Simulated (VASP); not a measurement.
A run of VASP 6.6.1 is set up as follows.

File INCAR:

```
ALGO = Fast
EDIFF = 1E-6
ENCUT = 520
GGA = PE
ISIF = 2
ISMEAR = 0
LASPH = True
LCHARG = True
LELF = True
LREAL = False
LVHAR = True
LWAVE = False
NBANDS = 18
NELM = 80
PREC = Accurate
SIGMA = 0.05
```

The input KPOINTS:

```
k-points
0
Gamma
  12 12 12
```

POSCAR

```
ZnCu
1.0
    3.0042465852      0.0000000000      0.0000000000
    0.0000000000      3.0042465852      0.0000000000
    0.0000000000      0.0000000000      3.0042465852
Zn Cu
1 1
Direct
    0.5000000000      0.5000000000      0.5000000000
    0.0000000000      0.0000000000      0.0000000000
```

Potentials or basis: VASP PAW PBE potentials, release 64 (Zn, Cu).

Run with:

```console
$ cat potpaw_PBE.64/Zn/POTCAR potpaw_PBE.64/Cu/POTCAR > POTCAR
$ mpirun -np 1 vasp_std > vasp.out
```

Task: Predict the band gap on the k mesh.

Result: Zero (an odd number of electrons rules out a gap without spin polarisation).

Task: Estimate the pressure.

Result: -3.1 GPa.

Caveat: the cell stands under tension.
